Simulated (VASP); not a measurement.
# Lu (Fm-3m) in VASP: single point with PBE

Aim: the single point of Lu with PBE.

All numbers are computed with VASP 6.6.1; they aren't measurements. Logs are shortened: lines on timing, memory, paths and dates and some standing lists are left out, and cuts for length are marked.

**1. The cell of the first run**

Symmetry: Fm-3m, No. 225, cubic system. Conventional cell: a = 4.872 Å, b = 4.872 Å, c = 4.872 Å, α = 90.00°, β = 90.00°, γ = 90.00°. Lu (site symmetry m-3m) has 12 Lu at 3.44 Å within 4.5 Å.

This isn't the form of Lu at room conditions, which is hcp.

**2. Single point, PBE**

The input, POSCAR:

```
Lu
1.0
    0.0000000000      2.4359809000      2.4359809000
    2.4359809000      0.0000000000      2.4359809000
    2.4359809000      2.4359809000      0.0000000000
Lu
1
Direct
    0.0000000000      0.0000000000      0.0000000000
```

The input, INCAR.step1:

```
SYSTEM = Lu
PREC = Accurate
ENCUT = 520
EDIFF = 1E-7
ISMEAR = 0
SIGMA = 0.1
LREAL = .FALSE.
LASPH = .TRUE.
NELM = 100
ALGO = Fast
ISIF = 2
LWAVE = .FALSE.
LCHARG = .TRUE.
GGA = PE
NBANDS = 18
```

The input, KPOINTS.step1:

```
Automatic mesh
0
G
  20 20 20
  0 0 0
```

The input, INCAR.step2:

```
SYSTEM = Lu
PREC = Accurate
ENCUT = 520
EDIFF = 1E-7
ISMEAR = -5
SIGMA = 0.1
LREAL = .FALSE.
LASPH = .TRUE.
NELM = 100
ALGO = Fast
ISIF = 2
LWAVE = .FALSE.
LCHARG = .FALSE.
GGA = PE
LORBIT = 10
NEDOS = 1001
ICHARG = 11
```

The input, KPOINTS.step2:

```
Automatic mesh
0
G
  30 30 30
  0 0 0
```

Potentials or basis: VASP PAW PBE potentials, release 64 (Lu).

The run is started by

```sh
cat potpaw_PBE.64/Lu/POTCAR > POTCAR
cp INCAR.step1 INCAR
cp KPOINTS.step1 KPOINTS
mpirun -np 1 vasp_std > vasp.out
cp INCAR.step2 INCAR
cp KPOINTS.step2 KPOINTS
mpirun -np 1 vasp_std > vasp.out
```

OUTCAR:

```text
SYSTEM = Lu
   PREC = Accurate
   ENCUT = 520
   EDIFF = 1E-7
   ISMEAR = -5
   LREAL = .FALSE.
   LASPH = .TRUE.
   NELM = 100
   ISIF = 2
   GGA = PE
   LORBIT = 10
   ICHARG = 11

 ion  position               nearest neighbor table
   1  0.000  0.000  0.000-

  LATTYP: Found a face centered cubic cell.
 ALAT       =     4.8719618000

  Lattice vectors:

 A1 = (   0.0000000000,   2.4359809000,   2.4359809000)
 A2 = (   2.4359809000,   0.0000000000,   2.4359809000)
 A3 = (   2.4359809000,   2.4359809000,   0.0000000000)

Analysis of symmetry for initial positions (statically):
=====================================================================
 Subroutine PRICEL returns:
 Original cell was already a primitive cell.

 Routine SETGRP: Setting up the symmetry group for a
 face centered cubic supercell.

 Subroutine GETGRP returns: Found 48 space group operations
 (whereof 48 operations were pure point group operations)
 out of a pool of 48 trial point group operations.

The static configuration has the point symmetry O_h .

Analysis of symmetry for dynamics (positions and initial velocities):
=====================================================================
 Subroutine PRICEL returns:
 Original cell was already a primitive cell.

 Routine SETGRP: Setting up the symmetry group for a
 face centered cubic supercell.

 Subroutine GETGRP returns: Found 48 space group operations
 (whereof 48 operations were pure point group operations)
 out of a pool of 48 trial point group operations.

The dynamic configuration has the point symmetry O_h .

 Subroutine INISYM returns: Found 48 space group operations
 (whereof 48 operations are pure point group operations),
 and found     1 'primitive' translations

----------------------------------------------------------------------------------------

                                     Primitive cell

  volume of cell :      28.9102

  direct lattice vectors                    reciprocal lattice vectors
     0.000000000  2.435980900  2.435980900    -0.205256125  0.205256125  0.205256125
     2.435980900  0.000000000  2.435980900     0.205256125 -0.205256125  0.205256125
     2.435980900  2.435980900  0.000000000     0.205256125  0.205256125 -0.205256125

  length of vectors
     3.444997226  3.444997226  3.444997226     0.355514037  0.355514037  0.355514037

  position of ions in fractional coordinates (direct lattice)
     0.000000000  0.000000000  0.000000000

  ion indices of the primitive-cell ions
   primitive index   ion index
                 1           1

----------------------------------------------------------------------------------------

 KPOINTS: Automatic mesh

Automatic generation of k-mesh.
 Grid dimensions read from file:
 generate k-points for:   30   30   30

 Generating k-lattice:

  Cartesian coordinates                     Fractional coordinates (reciprocal lattice)
    -0.006841871  0.006841871  0.006841871     0.033333333  0.000000000  0.000000000
     0.006841871 -0.006841871  0.006841871     0.000000000  0.033333333  0.000000000
     0.006841871  0.006841871 -0.006841871     0.000000000  0.000000000  0.033333333

  Length of vectors
     0.011850468  0.011850468  0.011850468

  Shift w.r.t. Gamma in fractional coordinates (k-lattice)
     0.000000000  0.000000000  0.000000000

 TETIRR: Found   3593 inequivalent tetrahedra from   162000

 Subroutine IBZKPT returns following result:
 ===========================================

 Found    752 irreducible k-points:

 Following reciprocal coordinates:
            Coordinates               Weight
  0.000000  0.000000  0.000000      1.000000
  0.033333  0.000000  0.000000      8.000000
  0.066667  0.000000  0.000000      8.000000
  0.100000  0.000000  0.000000      8.000000
  0.133333  0.000000  0.000000      8.000000
  0.166667  0.000000  0.000000      8.000000
[... 16 lines left out ...]
  0.233333  0.033333  0.000000     24.000000
  0.266667  0.033333  0.000000     24.000000
 [... further k-points ...]
   k-points           NKPTS =    752   k-points in BZ     NKDIM =    752   number of bands    NBANDS=     16
   number of dos      NEDOS =   1001   number of ions     NIONS =      1
   total plane-waves  NPLWV =  21952
   dimension x,y,z NGX =    28 NGY =   28 NGZ =   28
   dimension x,y,z NGXF=    56 NGYF=   56 NGZF=   56
   ions per type =               1
   NGX,Y,Z   is equivalent  to a cutoff of  13.51, 13.51, 13.51 a.u.
   NGXF,Y,Z  is equivalent  to a cutoff of  27.02, 27.02, 27.02 a.u.
 SYSTEM =  Lu
   PREC   = accura    normal or accurate (medium, high low for compatibility)
   ISTART =      0    job   : 0-new  1-cont  2-samecut
   ICHARG =     11    charge: 1-file 2-atom 10-const
   ISPIN  =      1    spin polarized calculation?
   LNONCOLLINEAR =      F non collinear calculations
   LSORBIT =      F    spin-orbit coupling
   LASPH  =      T    aspherical Exc in radial PAW
   ENCUT  =  520.0 eV  38.22 Ry    6.18 a.u.   6.41  6.41  6.41*2*pi/ulx,y,z
   NELM   =    100;   NELMIN=  2; NELMDL=  0     # of ELM steps
   EDIFF  = 0.1E-06   stopping-criterion for ELM
   LREAL  =      F    real-space projection
   EDIFFG = 0.1E-05   stopping-criterion for IOM
   NSW    =      0    number of steps for IOM
   IBRION =     -1    ionic relax: 0-MD 1-quasi-New 2-CG
   NFREE  =      0    steps in history (QN), initial steepest desc. (CG)
   ISIF   =      2    stress and relaxation
   ISYM   =      2    0-nonsym 1-usesym 2-fastsym
   POTIM  = 0.5000    time-step for ionic-motion
   TEBEG  =    0.0;   TEEND  =   0.0 temperature during run
   PSTRESS=    0.0 pullay stress
   NELECT =      25.0000    total number of electrons
   NUPDOWN=      -1.0000    fix difference up-down
   EMIN   =  10.00;   EMAX   =-10.00  energy-range for DOS
   EFERMI =   0.00;   METHOD = LEGACY
   ISMEAR =    -5;   SIGMA  =   0.10  broadening in eV -4-tet -1-fermi 0-gaus
   EFERMI_NEDOS =   21; number of points for ismear=-14 and -15
   IALGO  =     68    algorithm
   IMIX   =      4    mixing-type and parameters
     AMIX     =   0.40;   BMIX     =  1.00
     AMIX_MAG =   1.60;   BMIX_MAG =  1.00
  volume/ion in A,a.u.               =      28.91       195.10
  Fermi-wavevector in a.u.,A,eV,Ry     =   1.559688  2.947382 33.097879  2.432625
  Thomas-Fermi vector in A             =   2.663009
   LORBIT       =     10    0 simple, 1 ext, 2 COOP (PROOUT), +10 PAW based schemes
   GGA     = PE    functional components
   LHFCALC =     F    Hartree Fock is set to
   AEXX    =    0.0000 exact exchange contribution
   IVDW    =     0    specifies the selected vdW correction
   LEPSILON=     F    determine dielectric tensor
   LRPA    =     F    only Hartree local field effects (RPA)
 non-spin polarized calculation
 RMM-DIIS sequential band-by-band and
 Fermi weights with tetrahedron method with Bloechl corrections
  energy-cutoff  :      520.00
  volume of cell :       28.91
 maximum number of plane-waves:       794
 NGX is ok and might be reduce to    28

 number of electron      25.0000004 magnetization

 Free energy of the ion-electron system (eV)
  ---------------------------------------------------
  ext. energy  EPLUGINS =         0.00000000
  ---------------------------------------------------
  free energy    TOTEN  =        -4.46212136 eV

  energy without entropy =       -4.46212136  energy(sigma->0) =       -4.46212136

 E-fermi :   2.3105     XC(G=0): -10.6975

 val. band max:        2.3236173553   @ k =  -0.2333   0.3667   0.1667
 cond. band min:       2.3115732154   @ k =  -0.4333   0.1667   0.0667
 fundamental gap:     -0.0120441398
 Fermi energy:         2.3105196061

 k-point     1 :       0.0000    0.0000    0.0000
  band No.  band energies     occupation
      1     -53.9015      2.00000
      2     -24.3214      2.00000
      3     -24.3214      2.00000
      4     -24.3214      2.00000
      5      -3.7885      2.00000
      6      -2.7132      2.00000
[... 8 lines left out ...]
     15       4.5631      0.00000
     16       6.9585      0.00000

 k-point     2 :       0.0333    0.0000    0.0000
  band No.  band energies     occupation
      1     -53.9012      2.00000
      2     -24.3273      2.00000
      3     -24.3222      2.00000
      4     -24.3222      2.00000
      5      -3.7572      2.00000
      6      -2.7126      2.00000
[... 8 lines left out ...]
     15       4.5792      0.00000
     16       6.9391      0.00000

 k-point     3 :       0.0667    0.0000    0.0000
  band No.  band energies     occupation
      1     -53.9002      2.00000
      2     -24.3445      2.00000
      3     -24.3244      2.00000
      4     -24.3244      2.00000
      5      -3.6641      2.00000
      6      -2.7107      2.00000
[... 8 lines left out ...]
     15       4.6255      0.00000
     16       6.8856      0.00000

 k-point     4 :       0.1000    0.0000    0.0000
  band No.  band energies     occupation
      1     -53.8986      2.00000
      2     -24.3722      2.00000
      3     -24.3280      2.00000
      4     -24.3280      2.00000
      5      -3.5112      2.00000
      6      -2.7077      2.00000
[... 8 lines left out ...]
     15       4.6949      0.00000
     16       6.8124      0.00000
[... 324 lines left out ...]
 k-point    22 :       0.2000    0.0333    0.0000
  band No.  band energies     occupation
      1     -53.8918      2.00000
      2     -24.4869      2.00000
      3     -24.3486      2.00000
      4     -24.3416      2.00000
      5      -2.8190      2.00000
      6      -2.6959      2.00000
[... 8 lines left out ...]
     15       4.8852      0.00000
     16       6.4960      0.00000

 k-point    23 :       0.2333    0.0333    0.0000
  band No.  band energies     occupation
      1     -53.8887      2.00000
      2     -24.5381      2.00000
      3     -24.3557      2.00000
      4     -24.3483      2.00000
      5      -2.6925      2.00000
      6      -2.6651      2.00000
[... 8 lines left out ...]
     15       4.8921      0.00000
     16       6.5795      0.00000

 k-point    24 :       0.2667    0.0333    0.0000
  band No.  band energies     occupation
      1     -53.8856      2.00000
      2     -24.5906      2.00000
      3     -24.3630      2.00000
      4     -24.3555      2.00000
      5      -2.6908      2.00000
      6      -2.6608      2.00000
[... 8 lines left out ...]
     15       4.8549      0.00000
     16       6.7499      0.00000

 [... further k-points ...]

------------------------ aborting loop because EDIFF is reached ----------------------------------------

  FORCE on cell =-STRESS in cart. coord.  units (eV):
  Direction    XX          YY          ZZ          XY          YZ          ZX
  --------------------------------------------------------------------------------------
  -------------------------------------------------------------------------------------
  Total       -1.6844257     -1.6844257     -1.6844257      0.0000000      0.0000000      0.0000000
  in kB      -93.3492463    -93.3492463    -93.3492463      0.0000000      0.0000000      0.0000000
  external PRESSURE =     -93.3492463 kB  Pullay stress =       0.0000000 kB

 VOLUME and BASIS-vectors are now :
 -----------------------------------------------------------------------------
  energy-cutoff  :      520.00
  volume of cell :       28.91
      direct lattice vectors                 reciprocal lattice vectors
     0.000000000  2.435980900  2.435980900    -0.205256125  0.205256125  0.205256125
     2.435980900  0.000000000  2.435980900     0.205256125 -0.205256125  0.205256125
     2.435980900  2.435980900  0.000000000     0.205256125  0.205256125 -0.205256125

 POSITION                                       TOTAL-FORCE (eV/Angst)
 -----------------------------------------------------------------------------------
      0.00000      0.00000      0.00000         0.000000      0.000000      0.000000
 -----------------------------------------------------------------------------------
    total drift:                               -0.000000     -0.000000     -0.000000

  FREE ENERGIE OF THE ION-ELECTRON SYSTEM (eV)
  ---------------------------------------------------
  free  energy   TOTEN  =        -4.4621213596 eV

  energy  without entropy=       -4.4621213596  energy(sigma->0) =       -4.46212136

 total charge

# of ion       s       p       d       f       tot
--------------------------------------------------
    1        2.358   6.040   0.805  13.948  23.152
```

Wall time 12 min (1 thread of Oxide Virtual Turin-like, shared host); peak memory 0.43 GiB.

Results:

```
Valence electrons inside the program's atomic spheres : Lu 23.15
```

Levels at points of the mesh, in eV from the Fermi level:
```
           k point  band 9  band 10  band 11  band 12  band 13  band 14  band 15  band 16
(0.00, 0.00, 0.00)   -4.97    -4.89    -4.89    -4.89     2.25     2.25     2.25     4.65
(0.50, 0.00, 0.00)   -4.91    -4.91    -4.89    -2.60     0.33     2.04     2.04     6.42
(0.50, 0.50, 0.00)   -4.92    -4.92    -4.92    -2.05    -0.83     1.93     6.44     6.95
```

Caveat: spin-orbit coupling is left out, which moves the levels of the heavy elements.
